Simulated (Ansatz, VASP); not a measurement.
ZnCd2Te3: VASP beside Ansatz

```xyz
6
Lattice="5.4287 0.0000 0.0000 -2.7143 4.7014 0.0000 0.0000 0.0000 6.5362" Properties=species:S:1:pos:R:3 pbc="T T T"
Zn    0.0000    0.0000    3.2681
Cd    0.0000    3.1342    3.2681
Cd    2.7143    1.5671    3.2681
Te    0.0000    0.0000    0.0000
Te    0.0000    3.1342    0.0000
Te    2.7143    1.5671    0.0000
```

Alike in both runs: functional PBE; k mesh 6 × 6 × 4; occupations gaussian, width 0.1 eV; no spin polarisation.

Ansatz relaxed the structure, and its values are those at the end. VASP's run is a single point on that final structure, the one shown.

```csv
,VASP,Ansatz
version,VASP 6.6.1,Ansatz 0.2.0
potentials or method,"VASP PAW PBE potentials, release 64 (Zn, Cd, Te), cutoff 520 eV","scalar-relativistic, plane waves, PAW"
valence electrons in the cell,54,100
```

|  | VASP | Ansatz | Ansatz less VASP |
| --- | --- | --- | --- |
| gap on the k mesh at the Fermi level (eV) | none | none | - |
| pressure (GPa) | 0.0 | 0.0 | -0.02 |

A gap of «none» marks a metal or a gap that the smearing closes. The functional is the same, so the differences come from potentials, cutoffs and numerics. VASP's potentials hold 54 valence electrons a cell and Ansatz's 100, so a difference there can come from the potentials and not from the codes.

Neither program's run includes spin-orbit coupling.
